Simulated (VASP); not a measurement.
Here is a VASP 6.6.1 calculation.

File INCAR:

```
  PREC = Accurate
  ENCUT = 520
  EDIFF = 1E-8
  ISMEAR = -1
  SIGMA = 0.03
  LREAL = F
  LASPH = T
  NELM = 80
  ALGO = Normal
  ISIF = 2
  LWAVE = F
  LCHARG = F
  GGA = PE
  LEFG = T
  NBANDS = 7
```

File KPOINTS:

```
regular mesh
0
Gamma
  16 16 16
```

POSCAR

```
Mg
1.0
   -0.0673276800      2.2105921600      2.2105921600
    2.2105921600     -0.0673276800      2.2105921600
    2.2105921600      2.2105921600     -0.0673276800
Mg
1
Direct
    0.0000000000      0.0000000000      0.0000000000
```

Potentials or basis: VASP PAW PBE potentials, release 64 (Mg).

Run with:

```sh
$ cat potpaw_PBE.64/Mg/POTCAR > POTCAR
$ mpirun -np 1 vasp_std > vasp.out
```

Question: What does it give for the band gap on the k mesh?

Answer: Zero (band 1 reaches 4.07 eV, above the bottom of band 2 at 1.28 eV).

Question: Estimate the pressure.

Answer: 0.8 GPa.

Electric field gradients, principal values (V/Å²):
```csv
atom,least,middle,greatest (by size)
1 Mg,1.082,1.082,-2.165
```

Caveat: the cell differs from its parent crystal (equal xy, yz and zx shear strains of -3 %); without QUAD_EFG the Cq values of the log hold for a quadrupole moment of 1 mb, not for the nuclei.
